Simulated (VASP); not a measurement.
Set up this calculation in VASP 6.6.1, as the native input.

- Task: single point
- Functional: PBEsol
- Potentials or basis: VASP PAW PBE potentials, release 64 (Zr_sv, S)
- Cutoff: 520 eV
- k mesh: 16 × 16 × 16
- Occupations: gaussian, width 0.15 eV
- Spin: no spin polarisation
- Dipole correction: no
- Further INCAR settings: ALGO = Normal; EDIFF = 1e-06; NBANDS = 16

The structure of ZrS lies in POSCAR:

```
ZrS
1.0
   -0.1070709283      2.6196929506      2.6196929506
    2.6196929506     -0.1070709283      2.6196929506
    2.6196929506      2.6196929506     -0.1070709283
Zr S
1 1
Direct
    0.0000000000      0.0000000000      0.0000000000
    0.5000000000      0.5000000000      0.5000000000
```

The input as run:

INCAR

```
SYSTEM = ZrS
ALGO = Normal
EDIFF = 1E-6
ENCUT = 520
GGA = PS
ISIF = 2
ISMEAR = 0
LASPH = .True.
LCHARG = .True.
LELF = .True.
LREAL = .False.
LVHAR = .True.
LWAVE = .False.
NBANDS = 16
NELM = 80
PREC = Accurate
SIGMA = 0.15
```

KPOINTS

```
k-points
0
Gamma
  16 16 16
  0 0 0
```

Potentials or basis: VASP PAW PBE potentials, release 64 (Zr_sv, S).

Launch:

```bash
$ cat potpaw_PBE.64/Zr_sv/POTCAR potpaw_PBE.64/S/POTCAR > POTCAR
$ mpirun -np 1 vasp_std > vasp.out
```

Results of the run:

The pressure is -11.8 GPa. The band gap on the k mesh is zero (bands 9 and 10 overlap by 2.98 eV).

Caveat: the cell stands under tension; the PAW data sets were made with another functional, which shifts forces and pressure a little.

Run time: 95 s on 1 thread of Intel(R) Xeon(R) 6975P-C (Granite Rapids), on a shared host, peak memory 0.36 GiB.
